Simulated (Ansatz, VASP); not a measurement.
GaN in VASP and in Ansatz

```
Ga N
1.0
     0.00000    2.22304    2.22304
     2.22304    0.00000    2.22304
     2.22304    2.22304    0.00000
Ga N
1 1
Direct
  0.00000 0.00000 0.00000
  0.25000 0.25000 0.25000
```

Alike in both runs: task single point; functional BLYP; k mesh 10 × 10 × 10; occupations fermi-dirac, width 0.05 eV; no spin polarisation.

|  | VASP | Ansatz |
| --- | --- | --- |
| version | VASP 6.6.1 | Ansatz 0.2.0 |
| potentials or method | VASP PAW PBE potentials, release 64 (Ga_d, N) | Ansatz PAW |
| plane-wave cutoff (eV) | 520 | 420 |
| valence electrons in the cell | 18 | 18 |

Ansatz gave:

* gap on the k mesh at the Fermi level (eV): 2.10
* least direct gap on the mesh (eV): 2.10
* pressure (GPa): 19.6

Problem. Estimate VASP's values.

Solution. gap on the k mesh at the Fermi level (eV): 2.08; least direct gap on the mesh (eV): 2.08; pressure (GPa): 21.3.

VASP's potentials were made for PBE, not for BLYP.
